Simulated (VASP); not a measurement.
CaGa2Si2O6, 11 atoms in the cell. The cell holds a disordered packing, 11 atoms: a = 5.989 Å, b = 5.254 Å, c = 4.339 Å, α = 96.20°, β = 93.96°, γ = 96.65°. 

- Program: VASP 6.6.1
- Task: single point
- Functional: PBE
- Potentials or basis: VASP PAW PBE potentials, release 64 (O, Ga_d, Si, Ca_sv)
- Cutoff: 520 eV
- k mesh: 3 × 3 × 4
- Occupations: methfessel-paxton, width 0.0307 eV
- Spin: no spin polarisation
- Dipole correction: no
- Further INCAR settings: ALGO = Normal; EDIFF = 1e-07; NBANDS = 51

Potentials or basis: VASP PAW PBE potentials, release 64 (O, Ga_d, Si, Ca_sv).

Run with:

```sh
$ cat potpaw_PBE.64/O/POTCAR potpaw_PBE.64/Ga_d/POTCAR potpaw_PBE.64/Si/POTCAR potpaw_PBE.64/Ca_sv/POTCAR > POTCAR
$ mpirun -np 1 vasp_std > vasp.out
```

Hardware: 1 thread of AMD EPYC 7R13 Processor (Zen 3) (shared host).

Problem. How long does it take, and how much memory?

Solution. Run time: 2.2 min on 1 thread of AMD EPYC 7R13 Processor (Zen 3), with other jobs on the host, peak memory 0.28 GiB. Counts: scf iterations 19, k points 19.
